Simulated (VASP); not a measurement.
# Sb (Pm-3m) in VASP: a series of runs, part 3 of 3

VASP 6.6.1. Earlier steps stand in the parts before.

## (5) Relaxation of cell and atoms, r2SCAN, target pressure 10 GPa, at which the enthalpy is minimised

This run uses another cell than the first one, of 31.55 Å³/atom.

The input, POSCAR:

```
Sb
1.0
    3.1600000000      0.0000000000      0.0000000000
    0.0000000000      3.1600000000      0.0000000000
    0.0000000000      0.0000000000      3.1600000000
Sb
1
Direct
    0.0000000000      0.0000000000      0.0000000000
```

The input, INCAR.step1:

```
ALGO = Normal
EDIFF = 1E-4
ENCUT = 600
GGA = PE
ISMEAR = 0
LASPH = True
LCHARG = False
LREAL = False
LWAVE = True
NELM = 100
PREC = Accurate
SIGMA = 0.1
```

The input, INCAR.step2:

```
ALGO = Normal
EDIFF = 1E-6
EDIFFG = -0.02
ENCUT = 600
IBRION = 2
ISIF = 3
ISMEAR = 0
ISTART = 1
LASPH = True
LCHARG = False
LMIXTAU = True
LREAL = False
LWAVE = False
METAGGA = R2SCAN
NELM = 100
NSW = 80
PREC = Accurate
PSTRESS = 100.0
SIGMA = 0.1
```

The input, KPOINTS:

```
k-points
0
Gamma
  14 14 14
```

Potentials or basis: VASP PAW PBE potentials, release 64 (Sb).

The run is started by

```console
$ cat potpaw_PBE.64/Sb/POTCAR > POTCAR
$ cp INCAR.step1 INCAR
$ mpirun -np 1 vasp_std > vasp.out
$ cp INCAR.step2 INCAR
$ mpirun -np 1 vasp_std > vasp.out
```

OUTCAR:

```text
EDIFF = 1E-6
   EDIFFG = -0.02
   ENCUT = 600
   IBRION = 2
   ISIF = 3
   ISMEAR = 0
   ISTART = 1
   LASPH = True
   LREAL = False
   METAGGA = R2SCAN
   NELM = 100
   NSW = 80
   PREC = Accurate
   PSTRESS = 100.0

 ion  position               nearest neighbor table
   1  0.000  0.000  0.000-

  LATTYP: Found a simple cubic cell.
 ALAT       =     3.1600000000

  Lattice vectors:

 A1 = (   3.1600000000,   0.0000000000,   0.0000000000)
 A2 = (   0.0000000000,   3.1600000000,   0.0000000000)
 A3 = (   0.0000000000,   0.0000000000,   3.1600000000)

Analysis of symmetry for initial positions (statically):
=====================================================================
 Subroutine PRICEL returns:
 Original cell was already a primitive cell.

 Routine SETGRP: Setting up the symmetry group for a
 simple cubic supercell.

 Subroutine GETGRP returns: Found 48 space group operations
 (whereof 48 operations were pure point group operations)
 out of a pool of 48 trial point group operations.

The static configuration has the point symmetry O_h .

Analysis of symmetry for dynamics (positions and initial velocities):
=====================================================================
 Subroutine PRICEL returns:
 Original cell was already a primitive cell.

 Routine SETGRP: Setting up the symmetry group for a
 simple cubic supercell.

 Subroutine GETGRP returns: Found 48 space group operations
 (whereof 48 operations were pure point group operations)
 out of a pool of 48 trial point group operations.

The dynamic configuration has the point symmetry O_h .

 Subroutine INISYM returns: Found 48 space group operations
 (whereof 48 operations are pure point group operations),
 and found     1 'primitive' translations

----------------------------------------------------------------------------------------

                                     Primitive cell

  volume of cell :      31.5545

  direct lattice vectors                    reciprocal lattice vectors
     3.160000000  0.000000000  0.000000000     0.316455696  0.000000000  0.000000000
     0.000000000  3.160000000  0.000000000     0.000000000  0.316455696  0.000000000
     0.000000000  0.000000000  3.160000000     0.000000000  0.000000000  0.316455696

  length of vectors
     3.160000000  3.160000000  3.160000000     0.316455696  0.316455696  0.316455696

  position of ions in fractional coordinates (direct lattice)
     0.000000000  0.000000000  0.000000000

  ion indices of the primitive-cell ions
   primitive index   ion index
                 1           1

----------------------------------------------------------------------------------------

 KPOINTS: k-points

Automatic generation of k-mesh.
 Grid dimensions read from file:
 generate k-points for:   14   14   14

 Generating k-lattice:

  Cartesian coordinates                     Fractional coordinates (reciprocal lattice)
     0.022603978  0.000000000  0.000000000     0.071428571  0.000000000  0.000000000
     0.000000000  0.022603978  0.000000000     0.000000000  0.071428571  0.000000000
     0.000000000  0.000000000  0.022603978     0.000000000  0.000000000  0.071428571

  Length of vectors
     0.022603978  0.022603978  0.022603978

  Shift w.r.t. Gamma in fractional coordinates (k-lattice)
     0.000000000  0.000000000  0.000000000

 Subroutine IBZKPT returns following result:
 ===========================================

 Found    120 irreducible k-points:

 Following reciprocal coordinates:
            Coordinates               Weight
  0.000000  0.000000  0.000000      1.000000
  0.071429  0.000000  0.000000      6.000000
  0.142857  0.000000  0.000000      6.000000
  0.214286  0.000000  0.000000      6.000000
  0.285714  0.000000  0.000000      6.000000
  0.357143  0.000000  0.000000      6.000000
[... 16 lines left out ...]
  0.285714  0.214286  0.000000     24.000000
  0.357143  0.214286  0.000000     24.000000
 [... further k-points ...]
   k-points           NKPTS =    120   k-points in BZ     NKDIM =    120   number of bands    NBANDS=      6
   number of dos      NEDOS =    301   number of ions     NIONS =      1
   total plane-waves  NPLWV =  21952
   dimension x,y,z NGX =    28 NGY =   28 NGZ =   28
   dimension x,y,z NGXF=    56 NGYF=   56 NGZF=   56
   ions per type =               1
   NGX,Y,Z   is equivalent  to a cutoff of  14.73, 14.73, 14.73 a.u.
   NGXF,Y,Z  is equivalent  to a cutoff of  29.46, 29.46, 29.46 a.u.
 SYSTEM =  unknown system
   PREC   = accura    normal or accurate (medium, high low for compatibility)
   ISTART =      1    job   : 0-new  1-cont  2-samecut
   ICHARG =      0    charge: 1-file 2-atom 10-const
   ISPIN  =      1    spin polarized calculation?
   LNONCOLLINEAR =      F non collinear calculations
   LSORBIT =      F    spin-orbit coupling
   LASPH  =      T    aspherical Exc in radial PAW
   ENCUT  =  600.0 eV  44.10 Ry    6.64 a.u.   6.31  6.31  6.31*2*pi/ulx,y,z
   NELM   =    100;   NELMIN=  2; NELMDL=  0     # of ELM steps
   EDIFF  = 0.1E-05   stopping-criterion for ELM
   LREAL  =      F    real-space projection
   EDIFFG = -.2E-01   stopping-criterion for IOM
   NSW    =     80    number of steps for IOM
   IBRION =      2    ionic relax: 0-MD 1-quasi-New 2-CG
   NFREE  =      1    steps in history (QN), initial steepest desc. (CG)
   ISIF   =      3    stress and relaxation
   ISYM   =      2    0-nonsym 1-usesym 2-fastsym
   POTIM  = 0.5000    time-step for ionic-motion
   TEBEG  =    0.0;   TEEND  =   0.0 temperature during run
   PSTRESS=  100.0 pullay stress
   NELECT =       5.0000    total number of electrons
   NUPDOWN=      -1.0000    fix difference up-down
   EMIN   =  10.00;   EMAX   =-10.00  energy-range for DOS
   EFERMI =   0.00;   METHOD = LEGACY
   ISMEAR =     0;   SIGMA  =   0.10  broadening in eV -4-tet -1-fermi 0-gaus
   EFERMI_NEDOS =   21; number of points for ismear=-14 and -15
   IALGO  =     38    algorithm
   IMIX   =      4    mixing-type and parameters
     AMIX     =   0.40;   BMIX     =  1.00
     AMIX_MAG =   1.60;   BMIX_MAG =  1.00
  volume/ion in A,a.u.               =      31.55       212.94
  Fermi-wavevector in a.u.,A,eV,Ry     =   0.885886  1.674081 10.677766  0.784794
  Thomas-Fermi vector in A             =   2.006979
   LORBIT       =      0    0 simple, 1 ext, 2 COOP (PROOUT), +10 PAW based schemes
   METAGGA = R2SCAN    functional components
   LHFCALC =     F    Hartree Fock is set to
   AEXX    =    0.0000 exact exchange contribution
   IVDW    =     0    specifies the selected vdW correction
   LEPSILON=     F    determine dielectric tensor
   LRPA    =     F    only Hartree local field effects (RPA)
 conjugate gradient relaxation of ions
 non-spin polarized calculation
 Gauss-broadening in eV      SIGMA  =   0.10
  energy-cutoff  :      600.00
  volume of cell :       31.55
 maximum number of plane-waves:      1070
 NGX is ok and might be reduce to    28
   NGX = 13   NGY = 13   NGZ = 13

--------------------------------------- Ionic step        1  -------------------------------------------

 number of electron       5.0000000 magnetization

 Free energy of the ion-electron system (eV)
  ---------------------------------------------------
  ext. energy  EPLUGINS =         0.00000000
  ---------------------------------------------------
  free energy    TOTEN  =       -25.62057122 eV

  energy without entropy =      -25.61765866  energy(sigma->0) =      -25.61911494

 E-fermi :   6.2889     XC(G=0):  -9.8571

 val. band max:        6.2677314689   @ k =   0.2143   0.2143   0.2143
 cond. band min:       6.2950629846   @ k =   0.5000   0.2857   0.2143
 fundamental gap:      0.0273315157
 Fermi energy:         6.2889185830

 k-point     1 :       0.0000    0.0000    0.0000
  band No.  band energies     occupation
      1      -6.1750      2.00000
      2       9.6533      0.00000
      3       9.6533      0.00000
      4       9.6533      0.00000
      5      13.5642      0.00000
      6      13.5642      0.00000
[... 651 lines left out ...]
  enthalpy is  TOTEN    =       -23.9301217713 eV   P V=        1.6217633278

--------------------------------------- Ionic step        7  -------------------------------------------

 number of electron       5.0000000 magnetization

 Free energy of the ion-electron system (eV)
  ---------------------------------------------------
  ext. energy  EPLUGINS =         0.00000000
  ---------------------------------------------------
  free energy    TOTEN  =       -25.54933540 eV

  energy without entropy =      -25.54684309  energy(sigma->0) =      -25.54808925

 E-fermi :   8.9784     XC(G=0): -10.7455

 val. band max:        8.9585466948   @ k =   0.3571   0.3571   0.3571
 cond. band min:       8.9895143857   @ k =   0.2857   0.2143   0.0714
 fundamental gap:      0.0309676909
 Fermi energy:         8.9783919142

 k-point     1 :       0.0000    0.0000    0.0000
  band No.  band energies     occupation
      1      -5.2265      2.00000
      2      12.7743      0.00000
      3      12.7743      0.00000
      4      12.7743      0.00000
      5      16.3412      0.00000
      6      16.3412      0.00000
[... 235 lines left out ...]
  FREE ENERGIE OF THE ION-ELECTRON SYSTEM (eV)
  ---------------------------------------------------
  free  energy   TOTEN  =       -25.5493353994 eV

  energy  without entropy=      -25.5468430907  energy(sigma->0) =      -25.54808925

  enthalpy is  TOTEN    =       -23.9301424387 eV   P V=        1.6191929607

 reached required accuracy - stopping structural energy minimisation
```

OUTCAR.step1:

```text
EDIFF = 1E-4
   ENCUT = 600
   GGA = PE
   ISMEAR = 0
   LASPH = True
   LREAL = False
[... 431 lines left out ...]

 POSITION                                       TOTAL-FORCE (eV/Angst)
 -----------------------------------------------------------------------------------
      0.00000      0.00000      0.00000         0.000000      0.000000      0.000000
 -----------------------------------------------------------------------------------
    total drift:                                0.000000      0.000000      0.000000

  FREE ENERGIE OF THE ION-ELECTRON SYSTEM (eV)
  ---------------------------------------------------
  free  energy   TOTEN  =        -4.0850812519 eV

  energy  without entropy=       -4.0816322430  energy(sigma->0) =       -4.08335675
```

OSZICAR.step1:

```text
N       E                     dE             d eps       ncg     rms          rms(c)
DAV:   1     0.933043127238E+01    0.93304E+01   -0.17285E+03  1446   0.613E+02
DAV:   2    -0.382473666645E+01   -0.13155E+02   -0.12252E+02  2046   0.765E+01
DAV:   3    -0.407879129080E+01   -0.25405E+00   -0.24784E+00  1716   0.114E+01
DAV:   4    -0.408012012670E+01   -0.13288E-02   -0.13288E-02  2112   0.105E+00
DAV:   5    -0.408012404946E+01   -0.39228E-05   -0.39227E-05  1884   0.395E-02    0.175E+00
DAV:   6    -0.408299541986E+01   -0.28714E-02   -0.10543E-03  1854   0.273E-01    0.103E+00
DAV:   7    -0.408502196845E+01   -0.20265E-02   -0.25438E-03  1698   0.417E-01    0.795E-02
DAV:   8    -0.408508125191E+01   -0.59283E-04   -0.89369E-05  1788   0.851E-02
   1 F= -.40850813E+01 E0= -.40833567E+01  d E =-.344901E-02
```

It took 3.6 min on 1 thread of Intel Xeon Platinum 8559C (Emerald Rapids), shared host; peak memory 0.19 GiB.

Results:

* Free energy: -25.5493 eV
* Relaxed volume: 25.94 Å³/atom
* Relaxed cell: a = 2.960 Å, b = 2.960 Å, c = 2.960 Å, α = 90.00°, β = 90.00°, γ = 90.00°
* Space group after relaxing (to 0.1 Å): Pm-3m (No. 221)
* Energy change on relaxing (the run minimises the enthalpy): +71.2 meV/atom
* Ionic steps: 7
* Pressure after relaxing: 10.0 GPa
* Band gap on the k mesh: zero (an odd number of electrons rules out a gap without spin polarisation)

Step by step:
| step | energy change (eV) | largest force (eV/Å) | pressure (GPa) | volume (Å³) |
| --- | --- | --- | --- | --- |
| 1 | 0.0000 | 0.0000 | -3.54 | 31.55 |
| 2 | 0.8736 | 0.0000 | 46.77 | 20.88 |
| 3 | 0.0533 | 0.0000 | 8.79 | 26.25 |
| 4 | 0.0665 | 0.0000 | 9.70 | 26.02 |
| 5 | 0.0729 | 0.0000 | 10.12 | 25.92 |
| 6 | 0.0687 | 0.0000 | 9.84 | 25.98 |
| 7 | 0.0712 | 0.0000 | 10.01 | 25.94 |

Final structure:
```xyz
1
Lattice="2.9603 0.0000 0.0000 0.0000 2.9603 0.0000 0.0000 0.0000 2.9603" Properties=species:S:1:pos:R:3 pbc="T T T"
Sb    0.0000    0.0000    0.0000
```

Caveat: the cell is relaxed towards a set pressure, so the run minimises the enthalpy, not the energy; the volume moved by over 15 % at a fixed basis, so the end points are rough; the PAW data sets were made with another functional, which shifts forces and pressure a little; spin-orbit coupling is left out, which moves the levels of the heavy elements; an odd number of electrons without spin polarisation forces a metal; a magnetic or distorted state may lie lower.

## (6) The runs side by side

| task | cell | cutoff (eV) | gap on the mesh (eV) | pressure (GPa) |
| --- | --- | --- | --- | --- |
| single point | a = 3.087 Å, 1 atom | 520 | none | 0.0 |
| relaxation of cell and atoms | relaxed from a = 3.160 Å, 1 atom | 600 | none | 0.0 |
| relaxation of cell and atoms | relaxed to 5 GPa from a = 3.160 Å, 1 atom | 600 | none | 5.0 |
| relaxation of cell and atoms | relaxed to 10 GPa from a = 3.160 Å, 1 atom | 600 | none | 10.0 |

Alike in all rows: level r2SCAN; potentials or basis VASP PAW PBE potentials, release 64 (Sb); no spin polarisation; k mesh 14 × 14 × 14; smearing gaussian 0.1 eV.

Caveats: the PAW data sets were made with another functional, which shifts forces and pressure a little; spin-orbit coupling is left out, which moves the levels of the heavy elements; an odd number of electrons without spin polarisation forces a metal; a magnetic or distorted state may lie lower; the cell is relaxed towards a set pressure, so the run minimises the enthalpy, not the energy (at least some runs); the volume moved by over 15 % at a fixed basis, so the end points are rough (at least some runs).

Total energies depend on the potentials used, so only differences within one code and one set of settings carry meaning.

The gap in the log of VASP goes by the Fermi energy; the results here count the filled bands.